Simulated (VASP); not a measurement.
Here is a VASP 6.6.1 calculation.

The input POSCAR:

```
Ti
1.0
   -1.5852474989      1.5852474989      1.5852474989
    1.5852474989     -1.5852474989      1.5852474989
    1.5852474989      1.5852474989     -1.5852474989
Ti
1
Direct
    0.0000000000      0.0000000000      0.0000000000
```

INCAR.step1

```
PREC     = Accurate       # precision mode
ENCUT    = 520            # plane-wave cutoff, eV
ISMEAR   = 0              # smearing method
SIGMA    = 0.15           # smearing width, eV
LREAL    = False          # projectors in reciprocal space
LASPH    = True           # aspherical terms in the spheres
NELM     = 80             # most SCF steps
NBANDS   = 12             # bands
GGA      = PE             # functional
ALGO     = Normal         # electronic algorithm
EDIFF    = 1E-4           # SCF threshold, eV
LWAVE    = True           # write WAVECAR
LCHARG   = False          # write CHGCAR
```

File INCAR.step2:

```
PREC     = Accurate       # precision mode
ENCUT    = 520            # plane-wave cutoff, eV
EDIFF    = 1E-6           # SCF threshold, eV
ISMEAR   = 0              # smearing method
SIGMA    = 0.15           # smearing width, eV
LREAL    = False          # projectors in reciprocal space
LASPH    = True           # aspherical terms in the spheres
NELM     = 80             # most SCF steps
ALGO     = Normal         # electronic algorithm
ISIF     = 2              # what is computed and relaxed
LWAVE    = False          # write WAVECAR
LCHARG   = False          # write CHGCAR
METAGGA  = R2SCAN         # meta-GGA
LMIXTAU  = True         
NBANDS   = 12             # bands
ISTART   = 1
```

Contents of KPOINTS:

```
regular mesh
0
Gamma
  26 26 26
```

Potentials or basis: VASP PAW PBE potentials, release 64 (Ti_sv).

Run with:

```bash
$ cat potpaw_PBE.64/Ti_sv/POTCAR > POTCAR
$ cp INCAR.step1 INCAR
$ mpirun -np 1 vasp_std > vasp.out
$ cp INCAR.step2 INCAR
$ mpirun -np 1 vasp_std > vasp.out
```

Q: Predict the band gap on the k mesh.

A: Zero (band 6 reaches 10.29 eV, above the bottom of band 7 at 8.32 eV).

Q: What does it give for the pressure?

A: 10.1 GPa.

Caveat: the cell differs from its parent crystal (strain -0.025 along x and y, -0.025 along z); the PAW data sets were made with another functional, which shifts forces and pressure a little.
